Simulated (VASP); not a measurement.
# Te (Pm-3m) in VASP: notebook, part 2 of 3

VASP 6.6.1.

## Step 3: Single point, PBEsol (volume scaled by 0.96)

INCAR

```
SYSTEM = Te
PREC = Accurate
ENCUT = 520
EDIFF = 1E-6
ISMEAR = -1
SIGMA = 0.1
LREAL = .False.
LASPH = .True.
NELM = 100
ALGO = Normal
ISIF = 2
LWAVE = .False.
LCHARG = .True.
GGA = PS
LELF = .True.
LVHAR = .True.
NBANDS = 9
```

KPOINTS

```
Automatic mesh
0
Gamma
  11 11 11
  0 0 0
```

POSCAR

```
Te
1.0
    3.1082995002      0.0000000000      0.0000000000
    0.0000000000      3.1082995002      0.0000000000
    0.0000000000      0.0000000000      3.1082995002
Te
1
Direct
    0.0000000000      0.0000000000      0.0000000000
```

Potentials or basis: VASP PAW PBE potentials, release 64 (Te).

Run with:

```bash
$ cat potpaw_PBE.64/Te/POTCAR > POTCAR
$ mpirun -np 1 vasp_std > vasp.out
```

OUTCAR:

```text
SYSTEM = Te
   PREC = Accurate
   ENCUT = 520
   EDIFF = 1E-6
   ISMEAR = -1
   LREAL = .False.
   LASPH = .True.
   NELM = 100
   ISIF = 2
   GGA = PS

 ion  position               nearest neighbor table
   1  0.000  0.000  0.000-

  LATTYP: Found a simple cubic cell.
 ALAT       =     3.1082995002

  Lattice vectors:

 A1 = (   3.1082995002,   0.0000000000,   0.0000000000)
 A2 = (   0.0000000000,   3.1082995002,   0.0000000000)
 A3 = (   0.0000000000,   0.0000000000,   3.1082995002)

Analysis of symmetry for initial positions (statically):
=====================================================================
 Subroutine PRICEL returns:
 Original cell was already a primitive cell.

 Routine SETGRP: Setting up the symmetry group for a
 simple cubic supercell.

 Subroutine GETGRP returns: Found 48 space group operations
 (whereof 48 operations were pure point group operations)
 out of a pool of 48 trial point group operations.

The static configuration has the point symmetry O_h .

Analysis of symmetry for dynamics (positions and initial velocities):
=====================================================================
 Subroutine PRICEL returns:
 Original cell was already a primitive cell.

 Routine SETGRP: Setting up the symmetry group for a
 simple cubic supercell.

 Subroutine GETGRP returns: Found 48 space group operations
 (whereof 48 operations were pure point group operations)
 out of a pool of 48 trial point group operations.

The dynamic configuration has the point symmetry O_h .

 Subroutine INISYM returns: Found 48 space group operations
 (whereof 48 operations are pure point group operations),
 and found     1 'primitive' translations

----------------------------------------------------------------------------------------

                                     Primitive cell

  volume of cell :      30.0309

  direct lattice vectors                    reciprocal lattice vectors
     3.108299500  0.000000000  0.000000000     0.321719319  0.000000000  0.000000000
     0.000000000  3.108299500  0.000000000     0.000000000  0.321719319  0.000000000
     0.000000000  0.000000000  3.108299500     0.000000000  0.000000000  0.321719319

  length of vectors
     3.108299500  3.108299500  3.108299500     0.321719319  0.321719319  0.321719319

  position of ions in fractional coordinates (direct lattice)
     0.000000000  0.000000000  0.000000000

  ion indices of the primitive-cell ions
   primitive index   ion index
                 1           1

----------------------------------------------------------------------------------------

 KPOINTS: Automatic mesh

Automatic generation of k-mesh.
 Grid dimensions read from file:
 generate k-points for:   11   11   11

 Generating k-lattice:

  Cartesian coordinates                     Fractional coordinates (reciprocal lattice)
     0.029247211  0.000000000  0.000000000     0.090909091  0.000000000  0.000000000
     0.000000000  0.029247211  0.000000000     0.000000000  0.090909091  0.000000000
     0.000000000  0.000000000  0.029247211     0.000000000  0.000000000  0.090909091

  Length of vectors
     0.029247211  0.029247211  0.029247211

  Shift w.r.t. Gamma in fractional coordinates (k-lattice)
     0.000000000  0.000000000  0.000000000

 Subroutine IBZKPT returns following result:
 ===========================================

 Found     56 irreducible k-points:

 Following reciprocal coordinates:
            Coordinates               Weight
  0.000000  0.000000  0.000000      1.000000
  0.090909  0.000000  0.000000      6.000000
  0.181818  0.000000  0.000000      6.000000
  0.272727  0.000000  0.000000      6.000000
  0.363636  0.000000  0.000000      6.000000
  0.454545  0.000000  0.000000      6.000000
[... 16 lines left out ...]
  0.181818  0.090909  0.090909     24.000000
  0.272727  0.090909  0.090909     24.000000
 [... further k-points ...]
   k-points           NKPTS =     56   k-points in BZ     NKDIM =     56   number of bands    NBANDS=      9
   number of dos      NEDOS =    301   number of ions     NIONS =      1
   total plane-waves  NPLWV =  13824
   dimension x,y,z NGX =    24 NGY =   24 NGZ =   24
   dimension x,y,z NGXF=    48 NGYF=   48 NGZF=   48
   ions per type =               1
   NGX,Y,Z   is equivalent  to a cutoff of  12.84, 12.84, 12.84 a.u.
   NGXF,Y,Z  is equivalent  to a cutoff of  25.67, 25.67, 25.67 a.u.
 SYSTEM =  Te
   PREC   = accura    normal or accurate (medium, high low for compatibility)
   ISTART =      0    job   : 0-new  1-cont  2-samecut
   ICHARG =      2    charge: 1-file 2-atom 10-const
   ISPIN  =      1    spin polarized calculation?
   LNONCOLLINEAR =      F non collinear calculations
   LSORBIT =      F    spin-orbit coupling
   LASPH  =      T    aspherical Exc in radial PAW
   ENCUT  =  520.0 eV  38.22 Ry    6.18 a.u.   5.78  5.78  5.78*2*pi/ulx,y,z
   NELM   =    100;   NELMIN=  2; NELMDL= -5     # of ELM steps
   EDIFF  = 0.1E-05   stopping-criterion for ELM
   LREAL  =      F    real-space projection
   EDIFFG = 0.1E-04   stopping-criterion for IOM
   NSW    =      0    number of steps for IOM
   IBRION =     -1    ionic relax: 0-MD 1-quasi-New 2-CG
   NFREE  =      0    steps in history (QN), initial steepest desc. (CG)
   ISIF   =      2    stress and relaxation
   ISYM   =      2    0-nonsym 1-usesym 2-fastsym
   POTIM  = 0.5000    time-step for ionic-motion
   TEBEG  =    0.0;   TEEND  =   0.0 temperature during run
   PSTRESS=    0.0 pullay stress
   NELECT =       6.0000    total number of electrons
   NUPDOWN=      -1.0000    fix difference up-down
   EMIN   =  10.00;   EMAX   =-10.00  energy-range for DOS
   EFERMI =   0.00;   METHOD = LEGACY
   ISMEAR =    -1;   SIGMA  =   0.10  broadening in eV -4-tet -1-fermi 0-gaus
   EFERMI_NEDOS =   21; number of points for ismear=-14 and -15
   IALGO  =     38    algorithm
   IMIX   =      4    mixing-type and parameters
     AMIX     =   0.40;   BMIX     =  1.00
     AMIX_MAG =   1.60;   BMIX_MAG =  1.00
  volume/ion in A,a.u.               =      30.03       202.66
  Fermi-wavevector in a.u.,A,eV,Ry     =   0.957052  1.808567 12.462247  0.915949
  Thomas-Fermi vector in A             =   2.086036
   LORBIT       =      0    0 simple, 1 ext, 2 COOP (PROOUT), +10 PAW based schemes
   GGA     = PS    functional components
   LHFCALC =     F    Hartree Fock is set to
   AEXX    =    0.0000 exact exchange contribution
   IVDW    =     0    specifies the selected vdW correction
   LEPSILON=     F    determine dielectric tensor
   LRPA    =     F    only Hartree local field effects (RPA)
 non-spin polarized calculation
  energy-cutoff  :      520.00
  volume of cell :       30.03
 maximum number of plane-waves:       823
 NGX is ok and might be reduce to    24
   NGX = 11   NGY = 11   NGZ = 11

 number of electron       5.9999999 magnetization

 Free energy of the ion-electron system (eV)
  ---------------------------------------------------
  ext. energy  EPLUGINS =         0.00000000
  ---------------------------------------------------
  free energy    TOTEN  =        -3.50434640 eV

  energy without entropy =       -3.48731407  energy(sigma->0) =       -3.49583023

 E-fermi :   7.4608     XC(G=0):  -9.7949

 val. band max:        7.4464055157   @ k =   0.3636   0.1818   0.1818
 cond. band min:       7.5484441508   @ k =   0.0909   0.0000   0.0000
 fundamental gap:      0.1020386350
 Fermi energy:         7.4607770846

 k-point     1 :       0.0000    0.0000    0.0000
  band No.  band energies     occupation
      1      -6.8493      2.00000
      2       8.7394      0.00001
      3       8.7394      0.00001
      4       8.7394      0.00001
      5      13.3954      0.00000
      6      13.3954      0.00000
      7      14.1274      0.00000
      8      25.5365      0.00000
      9      25.5367      0.00000

 k-point     2 :       0.0909    0.0000    0.0000
  band No.  band energies     occupation
      1      -6.7411      2.00000
      2       7.5484      0.58774
      3       8.8390      0.00000
      4       8.8390      0.00000
      5      13.4916      0.00000
      6      13.9041      0.00000
      7      15.1161      0.00000
      8      23.8198      0.00000
      9      23.8198      0.00000
[... 253 lines left out ...]
 k-point    24 :       0.2727    0.0909    0.0909
  band No.  band energies     occupation
      1      -5.7177      2.00000
      2       3.7161      2.00000
      3       8.4180      0.00014
      4       8.5603      0.00003
      5      15.7031      0.00000
      6      15.8870      0.00000
      7      18.4581      0.00000
      8      18.4878      0.00000
      9      21.3046      0.00000

 [... further k-points ...]
[... 5 lines left out ...]
  --------------------------------------------------------------------------------------
  -------------------------------------------------------------------------------------
  Total        0.5085709      0.5085709      0.5085709      0.0000000     -0.0000000     -0.0000000
  in kB       27.1327322     27.1327322     27.1327322      0.0000000     -0.0000000     -0.0000000
  external PRESSURE =      27.1327322 kB  Pullay stress =       0.0000000 kB

 VOLUME and BASIS-vectors are now :
 -----------------------------------------------------------------------------
  energy-cutoff  :      520.00
  volume of cell :       30.03
      direct lattice vectors                 reciprocal lattice vectors
     3.108299500  0.000000000  0.000000000     0.321719319  0.000000000  0.000000000
     0.000000000  3.108299500  0.000000000     0.000000000  0.321719319  0.000000000
     0.000000000  0.000000000  3.108299500     0.000000000  0.000000000  0.321719319

 POSITION                                       TOTAL-FORCE (eV/Angst)
 -----------------------------------------------------------------------------------
      0.00000      0.00000      0.00000         0.000000      0.000000      0.000000
 -----------------------------------------------------------------------------------
    total drift:                               -0.000000      0.000000      0.000000

  FREE ENERGIE OF THE ION-ELECTRON SYSTEM (eV)
  ---------------------------------------------------
  free  energy   TOTEN  =        -3.5043463957 eV

  energy  without entropy=       -3.4873140691  energy(sigma->0) =       -3.49583023
```

stdout:

```text
POSCAR found type information on POSCAR Te
 POSCAR found :  1 types and       1 ions
 scaLAPACK will be used
 -----------------------------------------------------------------------------
|                                                                             |
|                                                                             |
|     You enforced a specific xc type in the INCAR file but a different       |
|     I HOPE YOU KNOW WHAT YOU ARE DOING!                                     |
|                                                                             |
 -----------------------------------------------------------------------------

 LDA part: xc-table for (Slater+PW92), standard interpolation
 POSCAR, INCAR and KPOINTS ok, starting setup
 FFT: planning ... GRIDC
 FFT: planning ... GRID_SOFT
 FFT: planning ... GRID
 WAVECAR not read
 entering main loop
```

It took 5.1 s on 1 thread of Intel Xeon Platinum 8488C (Sapphire Rapids), shared host; peak memory 0.14 GiB.

Results:

```
Free energy            : -3.5043 eV
Pressure               : 2.7 GPa
Band gap on the k mesh : zero (band 3 reaches 10.29 eV, above the bottom of band 4 at 4.31 eV)
```

Caveat: the PAW data sets were made with another functional, which shifts forces and pressure a little; spin-orbit coupling is left out, which moves the levels of the heavy elements.

## Step 4: Single point, PBEsol

INCAR

```
PREC = Accurate ; ENCUT = 520
EDIFF = 1E-6 ; ISMEAR = -1
SIGMA = 0.1 ; LREAL = False
LASPH = True ; NELM = 80
ALGO = Normal ; ISIF = 2
LWAVE = False ; LCHARG = True
GGA = PS ; LELF = True
LVHAR = True ; NBANDS = 9
```

KPOINTS

```
Automatic mesh
0
Gamma
  11 11 11
```

POSCAR

```
Te
1.0
    3.1508842372      0.0000000000      0.0000000000
    0.0000000000      3.1508842372      0.0000000000
    0.0000000000      0.0000000000      3.1508842372
Te
1
Direct
    0.0000000000      0.0000000000      0.0000000000
```

Run with:

```bash
$ cat potpaw_PBE.64/Te/POTCAR > POTCAR
$ mpirun -np 1 vasp_std > vasp.out
```

Run time: 4.7 s. Hardware: 1 thread of Intel Xeon Platinum 8488C (Sapphire Rapids), shared host; peak memory 0.14 GiB.

The run converged. Its results:

| Item | Value |
| --- | --- |
| Free energy | -3.5148 eV |
| Pressure | 0.1 GPa |
| Band gap on the k mesh | zero (band 3 reaches 9.57 eV, above the bottom of band 4 at 3.88 eV) |

Levels at points of the mesh, in eV from the Fermi level:
| k point | band 1 | band 2 | band 3 | band 4 | band 5 | band 6 |
| --- | --- | --- | --- | --- | --- | --- |
| (0.00, 0.00, 0.00) | -13.97 | 1.24 | 1.24 | 1.24 | 5.99 | 5.99 |

Caveat: the PAW data sets were made with another functional, which shifts forces and pressure a little; spin-orbit coupling is left out, which moves the levels of the heavy elements.

(Continued in part 3 of 3.)
